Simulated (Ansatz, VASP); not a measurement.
## TaN in VASP and in Ansatz

```
CELL_PARAMETERS angstrom
5.19100 0.00000 0.00000
-2.59550 4.49554 0.00000
0.00000 0.00000 2.90800
ATOMIC_POSITIONS crystal
Ta 0.00000 0.00000 0.00000
Ta 0.33333 0.66667 0.50000
Ta 0.66667 0.33333 0.50000
N 0.50000 0.00000 0.00000
N 0.50000 0.50000 0.00000
N 0.00000 0.50000 0.00000
```

Alike in both runs: task single point; functional PBEsol; k mesh 5 × 5 × 8; occupations methfessel-paxton of order 1, width 0.15 eV; no spin polarisation.

```csv
,VASP,Ansatz
version,VASP 6.6.1,Ansatz 0.2.0
potentials or method,"VASP PAW PBE potentials, release 64 (Ta_sv_GW, N), cutoff 700 eV","plane waves, PAW"
valence electrons in the cell,54,54
```

Ansatz gave:

| Quantity | Value |
| --- | --- |
| pressure (GPa) | 0.9 |
| traceless stress, the component that is largest in VASP (GPa) | -0.23 |

**Question.** What did VASP give for the same quantities?

**Answer.** Pressure (GPa): 1.0; traceless stress, the component that is largest in VASP (GPa): -0.11.

VASP's potentials were made for PBE, not for PBEsol.

Neither program's run includes spin-orbit coupling.
